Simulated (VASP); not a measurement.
# NiSb (P6_3/mmc) in VASP: settings compared

Aim: see how the results for NiSb move with the level of theory and the settings. Levels: RPBE, revPBE, r2SCAN+D3(BJ). Tasks: single point.

Program: VASP 6.6.1. These are calculated values, not measurements. Logs are shortened: lines on timing, memory, paths and dates and some standing lists are left out, and cuts for length are marked.

**1. The cell of the first run**

Symmetry: P6_3/mmc, No. 194, hexagonal system. The conventional cell has a = 4.035 Å, b = 4.035 Å, c = 5.244 Å, α = 90.00°, β = 90.00°, γ = 120.00°. Within 3.5 Å of Ni (site symmetry -3m) lie 2 Ni at 2.62 Å and 6 Sb at 2.67 Å. Sb (site symmetry -6m2) has 6 Ni at 2.67 Å and 6 Sb at 3.51 Å within 3.6 Å.

**2. Single point, RPBE, collinear spin (18.49 Å³/atom)**

The input, INCAR:

```
  ALGO = Normal
  EDIFF = 1E-7
  ENCUT = 520
  GGA = RP
  ISIF = 2
  ISMEAR = 0
  ISPIN = 2
  LASPH = True
  LCHARG = False
  LMAXMIX = 4
  LORBIT = 11
  LREAL = False
  LWAVE = False
  MAGMOM = 0.05 0.05 0 0
  NBANDS = 27
  NELM = 150
  PREC = Accurate
  SIGMA = 0.05
```

The input, KPOINTS:

```
k-points
0
Gamma
  8 8 6
```

The input, POSCAR:

```
NiSb
1.0
    4.0352053078      0.0000000000      0.0000000000
   -2.0176026539      3.4945903060      0.0000000000
    0.0000000000      0.0000000000      5.2439290627
Ni Sb
2 2
Direct
    0.0000000000      0.0000000000      0.0000000000
    0.0000000000      0.0000000000      0.5000000000
    0.3333333333      0.6666666667      0.2500000000
    0.6666666667      0.3333333333      0.7500000000
```

Potentials or basis: VASP PAW PBE potentials, release 64 (Ni, Sb).

The run is started by

```bash
> cat potpaw_PBE.64/Ni/POTCAR potpaw_PBE.64/Sb/POTCAR > POTCAR
> mpirun -np 1 vasp_std > vasp.out
```

OUTCAR:

```text
EDIFF = 1E-7
   ENCUT = 520
   GGA = RP
   ISIF = 2
   ISMEAR = 0
   ISPIN = 2
   LASPH = True
   LORBIT = 11
   LREAL = False
   NELM = 150
   PREC = Accurate

 ion  position               nearest neighbor table
   1  0.000  0.000  0.000-   2 2.62   2 2.62   4 2.67   3 2.67   3 2.67   4 2.67   4 2.67   3 2.67

   2  0.000  0.000  0.500-   1 2.62   1 2.62   4 2.67   3 2.67   3 2.67   4 2.67   4 2.67   3 2.67

   3  0.333  0.667  0.250-   1 2.67   2 2.67   1 2.67   2 2.67   1 2.67   2 2.67   4 3.51   4 3.51
                             4 3.51   4 3.51   4 3.51   4 3.51
   4  0.667  0.333  0.750-   1 2.67   2 2.67   1 2.67   2 2.67   1 2.67   2 2.67   3 3.51   3 3.51
                             3 3.51   3 3.51   3 3.51   3 3.51

  LATTYP: Found a hexagonal cell.
 ALAT       =     4.0352053078
 C/A-ratio  =     1.2995445492

  Lattice vectors:

 A1 = (   4.0352053078,   0.0000000000,   0.0000000000)
 A2 = (  -2.0176026539,   3.4945903060,   0.0000000000)
 A3 = (   0.0000000000,   0.0000000000,   5.2439290627)

Analysis of symmetry for initial positions (statically):
=====================================================================
 Subroutine PRICEL returns:
 Original cell was already a primitive cell.

 Routine SETGRP: Setting up the symmetry group for a
 hexagonal supercell.

 Subroutine GETGRP returns: Found 24 space group operations
 (whereof 12 operations were pure point group operations)
 out of a pool of 24 trial point group operations.

The static configuration has the point symmetry D_3d.
 The point group associated with its full space group is D_6h.

Analysis of symmetry for dynamics (positions and initial velocities):
=====================================================================
 Subroutine PRICEL returns:
 Original cell was already a primitive cell.

 Routine SETGRP: Setting up the symmetry group for a
 hexagonal supercell.

 Subroutine GETGRP returns: Found 24 space group operations
 (whereof 12 operations were pure point group operations)
 out of a pool of 24 trial point group operations.

The dynamic configuration has the point symmetry D_3d.
 The point group associated with its full space group is D_6h.

Analysis of structural, dynamic, and magnetic symmetry:
=====================================================================
 Subroutine PRICEL returns:
 Original cell was already a primitive cell.

 Routine SETGRP: Setting up the symmetry group for a
 hexagonal supercell.

 Subroutine GETGRP returns: Found 24 space group operations
 (whereof 12 operations were pure point group operations)
 out of a pool of 24 trial point group operations.

The overall configuration has the point symmetry D_3d.
 The point group associated with its full space group is D_6h.

 Subroutine INISYM returns: Found 24 space group operations
 (whereof 12 operations are pure point group operations),
 and found     1 'primitive' translations

----------------------------------------------------------------------------------------

                                     Primitive cell

  volume of cell :      73.9467

  direct lattice vectors                    reciprocal lattice vectors
     4.035205308  0.000000000  0.000000000     0.247818865  0.143078289  0.000000000
    -2.017602654  3.494590306  0.000000000     0.000000000  0.286156577  0.000000000
     0.000000000  0.000000000  5.243929063     0.000000000  0.000000000  0.190696706

  length of vectors
     4.035205308  4.035205308  5.243929063     0.286156577  0.286156577  0.190696706

  position of ions in fractional coordinates (direct lattice)
     0.000000000  0.000000000  0.000000000
     0.000000000  0.000000000  0.500000000
     0.333333333  0.666666667  0.250000000
     0.666666667  0.333333333  0.750000000

  ion indices of the primitive-cell ions
   primitive index   ion index
                 1           1
                 2           2
                 3           3
                 4           4

----------------------------------------------------------------------------------------

 KPOINTS: k-points

Automatic generation of k-mesh.
 Grid dimensions read from file:
 generate k-points for:    8    8    6

 Generating k-lattice:

  Cartesian coordinates                     Fractional coordinates (reciprocal lattice)
     0.030977358  0.017884786  0.000000000     0.125000000  0.000000000  0.000000000
     0.000000000  0.035769572  0.000000000     0.000000000  0.125000000  0.000000000
     0.000000000  0.000000000  0.031782784     0.000000000  0.000000000  0.166666667

  Length of vectors
     0.035769572  0.035769572  0.031782784

  Shift w.r.t. Gamma in fractional coordinates (k-lattice)
     0.000000000  0.000000000  0.000000000

 Subroutine IBZKPT returns following result:
 ===========================================

 Found     40 irreducible k-points:

 Following reciprocal coordinates:
            Coordinates               Weight
  0.000000  0.000000  0.000000      1.000000
  0.125000  0.000000  0.000000      6.000000
  0.250000  0.000000  0.000000      6.000000
  0.375000  0.000000  0.000000      6.000000
  0.500000  0.000000  0.000000      3.000000
  0.125000  0.125000  0.000000      6.000000
[... 16 lines left out ...]
  0.250000  0.000000  0.333333     12.000000
  0.375000  0.000000  0.333333     12.000000
 [... further k-points ...]
   k-points           NKPTS =     40   k-points in BZ     NKDIM =     40   number of bands    NBANDS=     27
   number of dos      NEDOS =    301   number of ions     NIONS =      4
   total plane-waves  NPLWV =  36000
   dimension x,y,z NGX =    30 NGY =   30 NGZ =   40
   dimension x,y,z NGXF=    60 NGYF=   60 NGZF=   80
   ions per type =               2   2
   NGX,Y,Z   is equivalent  to a cutoff of  12.36, 12.36, 12.68 a.u.
   NGXF,Y,Z  is equivalent  to a cutoff of  24.72, 24.72, 25.36 a.u.
 SYSTEM =  unknown system
   PREC   = accura    normal or accurate (medium, high low for compatibility)
   ISTART =      0    job   : 0-new  1-cont  2-samecut
   ICHARG =      2    charge: 1-file 2-atom 10-const
   ISPIN  =      2    spin polarized calculation?
   LNONCOLLINEAR =      F non collinear calculations
   LSORBIT =      F    spin-orbit coupling
   LASPH  =      T    aspherical Exc in radial PAW
   ENCUT  =  520.0 eV  38.22 Ry    6.18 a.u.   7.50  7.50  9.75*2*pi/ulx,y,z
   NELM   =    150;   NELMIN=  2; NELMDL= -5     # of ELM steps
   EDIFF  = 0.1E-06   stopping-criterion for ELM
   LREAL  =      F    real-space projection
   EDIFFG = 0.1E-05   stopping-criterion for IOM
   NSW    =      0    number of steps for IOM
   IBRION =     -1    ionic relax: 0-MD 1-quasi-New 2-CG
   NFREE  =      0    steps in history (QN), initial steepest desc. (CG)
   ISIF   =      2    stress and relaxation
   ISYM   =      2    0-nonsym 1-usesym 2-fastsym
   POTIM  = 0.5000    time-step for ionic-motion
   TEBEG  =    0.0;   TEEND  =   0.0 temperature during run
   PSTRESS=    0.0 pullay stress
   NELECT =      30.0000    total number of electrons
   NUPDOWN=      -1.0000    fix difference up-down
   EMIN   =  10.00;   EMAX   =-10.00  energy-range for DOS
   EFERMI =   0.00;   METHOD = LEGACY
   ISMEAR =     0;   SIGMA  =   0.05  broadening in eV -4-tet -1-fermi 0-gaus
   EFERMI_NEDOS =   21; number of points for ismear=-14 and -15
   IALGO  =     38    algorithm
   IMIX   =      4    mixing-type and parameters
     AMIX     =   0.40;   BMIX     =  1.00
     AMIX_MAG =   1.60;   BMIX_MAG =  1.00
  volume/ion in A,a.u.               =      18.49       124.75
  Fermi-wavevector in a.u.,A,eV,Ry     =   1.211925  2.290206 19.983717  1.468762
  Thomas-Fermi vector in A             =   2.347425
   LORBIT       =     11    0 simple, 1 ext, 2 COOP (PROOUT), +10 PAW based schemes
   GGA     = RP    functional components
   LHFCALC =     F    Hartree Fock is set to
   AEXX    =    0.0000 exact exchange contribution
   IVDW    =     0    specifies the selected vdW correction
   LEPSILON=     F    determine dielectric tensor
   LRPA    =     F    only Hartree local field effects (RPA)
 spin polarized calculation
 Gauss-broadening in eV      SIGMA  =   0.05
  energy-cutoff  :      520.00
  volume of cell :       73.95
 maximum number of plane-waves:      2009
 NGX is ok and might be reduce to    30
   NGX = 15   NGY = 15   NGZ = 19

 number of electron      29.9999973 magnetization       0.0001132

 number of electron      29.9999973 magnetization      -0.0000335

 Free energy of the ion-electron system (eV)
  ---------------------------------------------------
  ext. energy  EPLUGINS =         0.00000000
  ---------------------------------------------------
  free energy    TOTEN  =       -18.45459201 eV

  energy without entropy =      -18.45213462  energy(sigma->0) =      -18.45336332

 E-fermi :   9.0584     XC(G=0): -11.0754

 val. band max:        9.0439280079   @ k =   0.1250   0.0000   0.0000
 cond. band min:       9.0590614162   @ k =   0.3750   0.1250   0.0000
 fundamental gap:      0.0151334083
 Fermi energy:         9.0583921513

 spin component 1

 k-point     1 :       0.0000    0.0000    0.0000
  band No.  band energies     occupation
      1      -3.2970      1.00000
      2       0.7994      1.00000
      3       3.3059      1.00000
      4       5.5137      1.00000
      5       5.5137      1.00000
      6       6.2630      1.00000
[... 19 lines left out ...]
     26      18.4369      0.00000
     27      18.4369      0.00000

 k-point     2 :       0.1250    0.0000    0.0000
  band No.  band energies     occupation
      1      -3.1163      1.00000
      2       0.7874      1.00000
      3       3.5115      1.00000
      4       5.4618      1.00000
      5       5.5502      1.00000
      6       6.1737      1.00000
[... 19 lines left out ...]
     26      19.1970      0.00000
     27      19.4231      0.00000

 k-point     3 :       0.2500    0.0000    0.0000
  band No.  band energies     occupation
      1      -2.5881      1.00000
      2       0.6765      1.00000
      3       4.1106      1.00000
      4       4.9202      1.00000
      5       5.6543      1.00000
      6       5.8781      1.00000
[... 594 lines left out ...]
      1      -2.0405      1.00000
      2      -0.5549      1.00000
      3       4.3228      1.00000
      4       5.2657      1.00000
      5       5.9124      1.00000
      6       6.4381      1.00000
[... 19 lines left out ...]
     26      19.3720      0.00000
     27      19.6697      0.00000

 k-point    24 :       0.3750    0.0000    0.3333
  band No.  band energies     occupation
      1      -1.3059      1.00000
      2      -0.2401      1.00000
      3       3.3997      1.00000
      4       4.3073      1.00000
      5       5.9622      1.00000
      6       6.2972      1.00000
[... 19 lines left out ...]
     26      19.7772      0.00000
     27      20.3483      0.00000

 [... further k-points ...]

 spin component 2

 k-point     1 :       0.0000    0.0000    0.0000
  band No.  band energies     occupation
      1      -3.2970      1.00000
      2       0.7994      1.00000
      3       3.3059      1.00000
      4       5.5137      1.00000
      5       5.5137      1.00000
      6       6.2630      1.00000
[... 19 lines left out ...]
     26      18.4369      0.00000
     27      18.4369      0.00000

 k-point     2 :       0.1250    0.0000    0.0000
  band No.  band energies     occupation
      1      -3.1163      1.00000
      2       0.7874      1.00000
      3       3.5114      1.00000
      4       5.4618      1.00000
      5       5.5501      1.00000
      6       6.1736      1.00000
[... 19 lines left out ...]
     26      19.1970      0.00000
     27      19.4198      0.00000

 k-point     3 :       0.2500    0.0000    0.0000
  band No.  band energies     occupation
      1      -2.5881      1.00000
      2       0.6765      1.00000
      3       4.1106      1.00000
      4       4.9202      1.00000
      5       5.6543      1.00000
      6       5.8781      1.00000
[... 594 lines left out ...]
      1      -2.0405      1.00000
      2      -0.5549      1.00000
      3       4.3228      1.00000
      4       5.2657      1.00000
      5       5.9124      1.00000
      6       6.4381      1.00000
[... 19 lines left out ...]
     26      19.3720      0.00000
     27      19.6697      0.00000

 k-point    24 :       0.3750    0.0000    0.3333
  band No.  band energies     occupation
      1      -1.3059      1.00000
      2      -0.2401      1.00000
      3       3.3997      1.00000
      4       4.3073      1.00000
      5       5.9622      1.00000
      6       6.2972      1.00000
[... 19 lines left out ...]
     26      19.7772      0.00000
     27      20.3483      0.00000

 [... further k-points ...]
[... 5 lines left out ...]
  --------------------------------------------------------------------------------------
  -------------------------------------------------------------------------------------
  Total       -1.0027540     -1.0027540     -0.8818205      0.0000000     -0.0000000      0.0000000
  in kB      -21.7263255    -21.7263255    -19.1061001      0.0000000     -0.0000000      0.0000000
  external PRESSURE =     -20.8529170 kB  Pullay stress =       0.0000000 kB

 VOLUME and BASIS-vectors are now :
 -----------------------------------------------------------------------------
  energy-cutoff  :      520.00
  volume of cell :       73.95
      direct lattice vectors                 reciprocal lattice vectors
     4.035205308  0.000000000  0.000000000     0.247818865  0.143078289  0.000000000
    -2.017602654  3.494590306  0.000000000     0.000000000  0.286156577  0.000000000
     0.000000000  0.000000000  5.243929063     0.000000000  0.000000000  0.190696706

 POSITION                                       TOTAL-FORCE (eV/Angst)
 -----------------------------------------------------------------------------------
      0.00000      0.00000      0.00000        -0.000000      0.000000     -0.000000
      0.00000      0.00000      2.62196        -0.000000      0.000000     -0.000000
     -0.00000      2.32973      1.31098         0.000000     -0.000000      0.000000
      2.01760      1.16486      3.93295        -0.000000      0.000000     -0.000000
 -----------------------------------------------------------------------------------
    total drift:                                0.000000      0.000000     -0.000000

  FREE ENERGIE OF THE ION-ELECTRON SYSTEM (eV)
  ---------------------------------------------------
  free  energy   TOTEN  =       -18.4545920106 eV

  energy  without entropy=      -18.4521346220  energy(sigma->0) =      -18.45336332

 total charge

# of ion       s       p       d       tot
------------------------------------------
    1        0.420   0.416   8.424   9.260
    2        0.420   0.416   8.424   9.260
    3        1.138   1.172   0.063   2.374
    4        1.138   1.172   0.063   2.374
--------------------------------------------------
tot          3.116   3.177  16.975  23.267

 magnetization (x)

# of ion       s       p       d       tot
------------------------------------------
    1       -0.000  -0.000  -0.000  -0.000
    2       -0.000  -0.000  -0.000  -0.000
    3       -0.000   0.000   0.000   0.000
    4       -0.000   0.000   0.000   0.000
--------------------------------------------------
tot         -0.000   0.000  -0.000  -0.000
```

Run time: 1.7 min. Hardware: 1 thread of Intel Xeon 6975P-C (Granite Rapids), shared host; peak memory 0.28 GiB.

Results:

| Item | Value |
| --- | --- |
| Free energy | -18.4546 eV |
| Pressure | -2.1 GPa |
| Band gap on the k mesh | zero (filled and empty bands overlap) |
| Net moment | 0.00 μB per cell |
| Valence electrons inside the program's atomic spheres | Ni 9.26; Sb 2.37 |

Stress tensor (GPa, compression positive):
```
-2.17  0.00  0.00
 0.00 -2.17  0.00
 0.00  0.00 -1.91
```

Levels at points of the mesh, in eV from the Fermi level:
Spin up:
```csv
k point,band 11,band 12,band 13,band 14,band 15,band 16,band 17,band 18,band 19,band 20
"(0.00, 0.00, 0.00)",-1.15,-1.15,0.01,0.55,0.55,2.28,2.28,3.05,3.70,4.72
"(0.50, 0.00, 0.00)",-1.82,-1.62,-1.39,-1.20,-1.14,-0.42,1.09,3.40,3.65,5.20
"(0.00, 0.00, 0.50)",-1.83,-1.83,0.08,0.08,1.91,1.91,1.91,1.91,4.94,4.94
"(0.50, 0.00, 0.50)",-1.67,-1.67,-1.58,-1.58,0.23,0.23,1.49,1.49,4.97,4.97
```
Spin down:
```tsv
k point	band 11	band 12	band 13	band 14	band 15	band 16	band 17	band 18	band 19	band 20
(0.00, 0.00, 0.00)	-1.15	-1.15	0.01	0.55	0.55	2.28	2.28	3.05	3.70	4.72
(0.50, 0.00, 0.00)	-1.82	-1.62	-1.39	-1.20	-1.14	-0.42	1.09	3.40	3.65	5.20
(0.00, 0.00, 0.50)	-1.83	-1.83	0.08	0.08	1.91	1.91	1.91	1.91	4.94	4.94
(0.50, 0.00, 0.50)	-1.67	-1.67	-1.58	-1.58	0.23	0.23	1.49	1.49	4.97	4.97
```

Caveat: the PAW data sets were made with another functional, which shifts forces and pressure a little; spin-orbit coupling is left out, which moves the levels of the heavy elements.

**3. Single point, revPBE, collinear spin (18.71 Å³/atom)**

This run uses another cell than the first one, of 18.71 Å³/atom.

The input, INCAR:

```
ALGO = Normal ; EDIFF = 1E-6
ENCUT = 520 ; GGA = RE
ISIF = 2 ; ISMEAR = 0
ISPIN = 2 ; LASPH = True
LCHARG = True ; LELF = True
LMAXMIX = 4 ; LORBIT = 11
LREAL = False ; LVHAR = True
LWAVE = False ; MAGMOM = 0.05 0.05 0 0
NBANDS = 27 ; NELM = 150
PREC = Accurate ; SIGMA = 0.05
```

KPOINTS is that of step 2.

The input, POSCAR:

```
NiSb
1.0
    4.0516768278      0.0000000000      0.0000000000
   -2.0258384139      3.5088550608      0.0000000000
    0.0000000000      0.0000000000      5.2653345368
Ni Sb
2 2
Direct
    0.0000000000      0.0000000000      0.0000000000
    0.0000000000      0.0000000000      0.5000000000
    0.3333333333      0.6666666667      0.2500000000
    0.6666666667      0.3333333333      0.7500000000
```

Potentials or basis: VASP PAW PBE potentials, release 64 (Ni, Sb).

The run is started by

```bash
> cat potpaw_PBE.64/Ni/POTCAR potpaw_PBE.64/Sb/POTCAR > POTCAR
> mpirun -np 1 vasp_std > vasp.out
```

Run time: 80 s. Hardware: 1 thread of Intel Xeon 6975P-C (Granite Rapids), shared host; peak memory 0.28 GiB.

The run converged. Its results:

- Free energy: -18.7716 eV
- Pressure: -3.9 GPa
- Band gap on the k mesh: zero (filled and empty bands overlap)
- Net moment: 0.00 μB per cell
- Valence electrons inside the program's atomic spheres: Ni 9.24; Sb 2.37

Stress tensor (GPa, compression positive):
```
-3.99  0.00  0.00
 0.00 -3.99  0.00
 0.00  0.00 -3.69
```

Levels at points of the mesh, in eV from the Fermi level:
Spin up:
```
           k point  band 12  band 13  band 14  band 15  band 16  band 17  band 18  band 19
(0.00, 0.00, 0.00)    -1.11     0.02     0.55     0.55     2.26     2.26     3.05     3.65
(0.50, 0.00, 0.00)    -1.58    -1.35    -1.17    -1.11    -0.43     1.08     3.40     3.61
(0.00, 0.00, 0.50)    -1.78     0.05     0.05     1.90     1.90     1.90     1.90     4.90
(0.50, 0.00, 0.50)    -1.62    -1.54    -1.54     0.24     0.24     1.47     1.47     4.93
```
Spin down:
```tsv
k point	band 11	band 12	band 13	band 14	band 15	band 16	band 17	band 18	band 19	band 20
(0.00, 0.00, 0.00)	-1.11	-1.11	0.02	0.55	0.55	2.26	2.26	3.05	3.65	4.62
(0.50, 0.00, 0.00)	-1.78	-1.58	-1.35	-1.17	-1.11	-0.43	1.08	3.40	3.61	5.16
(0.00, 0.00, 0.50)	-1.78	-1.78	0.05	0.05	1.90	1.90	1.90	1.90	4.90	4.90
(0.50, 0.00, 0.50)	-1.62	-1.62	-1.54	-1.54	0.24	0.24	1.47	1.47	4.93	4.93
```

Caveat: the cell stands under tension; the PAW data sets were made with another functional, which shifts forces and pressure a little; spin-orbit coupling is left out, which moves the levels of the heavy elements.

[end of part 1 of 2]

The gap in the log of VASP goes by the Fermi energy; the results here count the filled bands.